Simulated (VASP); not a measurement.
Set up this calculation in VASP 6.6.1, as the native input.

```yaml
Task: single point
Functional: PBE-based screened hybrid
Potentials_or_basis: VASP PAW PBE potentials, release 64 (Ca_sv, Se)
Cutoff: 520 eV
k_mesh: 4 × 4 × 4
Occupations: gaussian, width 0.01 eV
Spin: no spin polarisation
Dipole_correction: no
Grid_for_exact_exchange_PRECFOCK: Normal
Share_of_exact_exchange: 0.35
Further_INCAR_settings: ALGO = Normal; EDIFF = 1e-06; NBANDS = 15
Screening_parameter: 0.2078 1/Å
```

Crystal: CaSe.

```
Ca Se
1.0
     0.00000    2.96754    2.96754
     2.96754    0.00000    2.96754
     2.96754    2.96754    0.00000
Ca Se
1 1
Direct
  0.00000 0.00000 0.00000
  0.50000 0.50000 0.50000
```

These files were run (other wordings do the same):

POSCAR

```
CaSe
1.0
    0.0000000000      2.9675351117      2.9675351117
    2.9675351117      0.0000000000      2.9675351117
    2.9675351117      2.9675351117      0.0000000000
Ca Se
1 1
Direct
    0.0000000000      0.0000000000      0.0000000000
    0.5000000000      0.5000000000      0.5000000000
```

INCAR.step1

```
SYSTEM = CaSe
PREC = Accurate ; ENCUT = 520
EDIFF = 1E-5 ; ISMEAR = 0
SIGMA = 0.01 ; LREAL = .FALSE.
LASPH = .TRUE. ; NELM = 100
ALGO = Normal ; ISIF = 2
LWAVE = .TRUE. ; LCHARG = .FALSE.
GGA = PE ; NBANDS = 15
```

INCAR.step2

```
SYSTEM = CaSe
PREC = Accurate ; ENCUT = 520
EDIFF = 1E-6 ; ISMEAR = 0
SIGMA = 0.01 ; LREAL = .FALSE.
LASPH = .TRUE. ; NELM = 100
ALGO = Normal ; ISIF = 2
LWAVE = .FALSE. ; LCHARG = .FALSE.
GGA = PE ; LHFCALC = .TRUE.
AEXX = 0.35 ; HFSCREEN = 0.2078
PRECFOCK = Normal ; ISTART = 1
NBANDS = 15
```

KPOINTS

```
Automatic mesh
0
G
  4 4 4
  0 0 0
```

Potentials or basis: VASP PAW PBE potentials, release 64 (Ca_sv, Se).

Run with:

```console
$ cat potpaw_PBE.64/Ca_sv/POTCAR potpaw_PBE.64/Se/POTCAR > POTCAR
$ cp INCAR.step1 INCAR
$ mpirun -np 1 vasp_std > vasp.out
$ cp INCAR.step2 INCAR
$ mpirun -np 1 vasp_std > vasp.out
```

Results of the run:

| Item | Value |
| --- | --- |
| Pressure | 0.1 GPa |
| Band gap on the k mesh | 3.41 eV, indirect (least direct gap 4.48 eV) |

Caveat: the k points lie up to 0.46 Å⁻¹ apart; the PAW data sets were made with another functional, which shifts forces and pressure a little.

Wall time 4.4 min on 1 thread of Intel(R) Xeon(R) Platinum 8488C (Sapphire Rapids), with other jobs on the host, peak memory 0.27 GiB.
